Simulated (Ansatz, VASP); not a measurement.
# Al3Cu2 in VASP and in Ansatz

The input INCAR:

```
ALGO     = Fast           # electronic algorithm
EDIFF    = 1E-7           # SCF threshold, eV
ENCUT    = 520            # plane-wave cutoff, eV
GGA      = PS             # functional
ISIF     = 2              # what is computed and relaxed
ISMEAR   = 0              # smearing method
LASPH    = True           # aspherical terms in the spheres
LCHARG   = False          # write CHGCAR
LREAL    = False          # projectors in reciprocal space
LWAVE    = False          # write WAVECAR
NBANDS   = 42             # bands
NELM     = 100            # most SCF steps
PREC     = Accurate       # precision mode
SIGMA    = 0.15           # smearing width, eV
```

Contents of KPOINTS:

```
k-points
0
Gamma
  13 13 5
```

Contents of POSCAR:

```
Al3Cu2
1.0
   -2.0492928026     -3.5494792536      0.0000000000
    2.0492928026     -3.5494792536      0.0000000000
    0.0000000000      0.0000000000     14.4642016679
Al Cu
6 4
Direct
    1.0000000000      1.0000000000      0.3716201359
    1.0000000000      1.0000000000      0.0271765954
    0.6666666667      0.6666666667      0.4926941023
    0.6666666667      0.6666666667      0.1482505617
    0.3333333333      0.3333333333      0.5949897101
    0.3333333333      0.3333333333      0.2505461696
    0.6666666667      0.6666666667      0.6617414825
    0.6666666667      0.6666666667      0.3172979420
    0.3333333333      0.3333333333      0.4259423299
    0.3333333333      0.3333333333      0.0814987893
```

Input for Ansatz:

```yaml
crystal:
  lattice:
    - [-2.0492928026, -3.5494792536, 0.0]
    - [2.0492928026, -3.5494792536, 0.0]
    - [0.0, 0.0, 14.4642016679]
  atoms:
    - { symbol: Al, position: [1.0, 1.0, 0.3716201359] }
    - { symbol: Al, position: [1.0, 1.0, 0.0271765954] }
    - { symbol: Al, position: [0.6666666667, 0.6666666667, 0.4926941023] }
    - { symbol: Al, position: [0.6666666667, 0.6666666667, 0.1482505617] }
    - { symbol: Al, position: [0.3333333333, 0.3333333333, 0.5949897101] }
    - { symbol: Al, position: [0.3333333333, 0.3333333333, 0.2505461696] }
    - { symbol: Cu, position: [0.6666666667, 0.6666666667, 0.6617414825] }
    - { symbol: Cu, position: [0.6666666667, 0.6666666667, 0.317297942] }
    - { symbol: Cu, position: [0.3333333333, 0.3333333333, 0.4259423299] }
    - { symbol: Cu, position: [0.3333333333, 0.3333333333, 0.0814987893] }
basis:
  ecutwfc: 420
kpoints:
  mp_grid: { grid: [13, 13, 5] }
hamiltonian:
  xc: pbesol
scf:
  occupations: { method: gaussian, width: 0.15 }
output:
  forces: true
  stress: true
  eigenvalues: true
```

Alike in both runs: task single point; functional PBEsol; k mesh 13 × 13 × 5; occupations gaussian, width 0.15 eV; no spin polarisation.

|  | VASP | Ansatz |
| --- | --- | --- |
| version | VASP 6.6.1 | Ansatz 0.2.0 |
| potentials or method | VASP PAW PBE potentials, release 64 (Al, Cu), cutoff 520 eV | scalar-relativistic, plane waves, PAW |
| valence electrons in the cell | 62 | 94 |

Ansatz gave:

| Item | Value |
| --- | --- |
| gap on the k mesh at the Fermi level (eV) | none |
| pressure (GPa) | -2.4 |
| traceless stress, the component that is largest in VASP (GPa) | 2.06 |
| rms of the force components (eV/Å) | 0.289 |

**Question.** Which values does VASP return?

**Answer.** gap on the k mesh at the Fermi level (eV): none; pressure (GPa): -2.2; traceless stress, the component that is largest in VASP (GPa): 2.06; rms of the force components (eV/Å): 0.283.

VASP's potentials were made for PBE, not for PBEsol. Atom by atom the forces differ by 0.009 eV/Å (rms over components). A gap of «none» marks a metal or a gap that the smearing closes. VASP's potentials hold 62 valence electrons a cell and Ansatz's 94, so a difference there can come from the potentials and not from the codes.
